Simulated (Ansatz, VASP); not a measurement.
Given: the input of a run of VASP 6.6.1 on Pb.

The input INCAR:

```
ALGO = Normal
EDIFF = 1E-6
ENCUT = 520
GGA = PS
GGA_COMPAT = F
ISIF = 2
ISMEAR = -1
LASPH = T
LCHARG = F
LORBIT = 11
LORBMOM = T
LREAL = F
LSORBIT = T
LWAVE = F
MAGMOM = 0 0 0
NBANDS = 25
NELM = 150
PREC = Accurate
SIGMA = 0.05
```

File KPOINTS:

```
k-points
0
Gamma
  9 9 9
```

File POSCAR:

```
Pb
1.0
    0.0000000000      2.4750200000      2.4750200000
    2.4750200000      0.0000000000      2.4750200000
    2.4750200000      2.4750200000      0.0000000000
Pb
1
Direct
    0.0000000000      0.0000000000      0.0000000000
```

Potentials or basis: VASP PAW PBE potentials, release 64 (Pb_d).

Run with:

```bash
$ cat potpaw_PBE.64/Pb_d/POTCAR > POTCAR
$ mpirun -np 1 vasp_ncl > vasp.out
```

Problem. Translate it to Ansatz 0.2.0. Potentials there: Ansatz PAW.

Solution. As run (the cutoff follows the program's own potentials):

File input.yaml:

```yaml
crystal:
  lattice:
    - [0.0, 2.47502, 2.47502]
    - [2.47502, 0.0, 2.47502]
    - [2.47502, 2.47502, 0.0]
  atoms:
    - { symbol: Pb, position: [0.0, 0.0, 0.0] }
hamiltonian:
  xc: pbesol
  pseudopotentials: { kind: paw_fr }
magnetization:
  noncollinear: true
  spin_orbit: true
kpoints:
  mp_grid: { grid: [9, 9, 9] }
scf:
  occupations: { method: fermi_dirac, width: 0.05 }
output:
  forces: true
  stress: true
  eigenvalues: true
```

Potentials or basis: Ansatz PAW.

Command:

```sh
$ ansatz run input.yaml --threads 2 --pin off --max-ram 5120MiB --backend cpu --events-out ev --progress --plain --runs-dir out
```

Both were run:

|  | VASP | Ansatz | Ansatz less VASP |
| --- | --- | --- | --- |
| pressure (GPa) | -0.7 | -0.6 | +0.04 |

VASP's potentials were made for PBE, not for PBEsol.
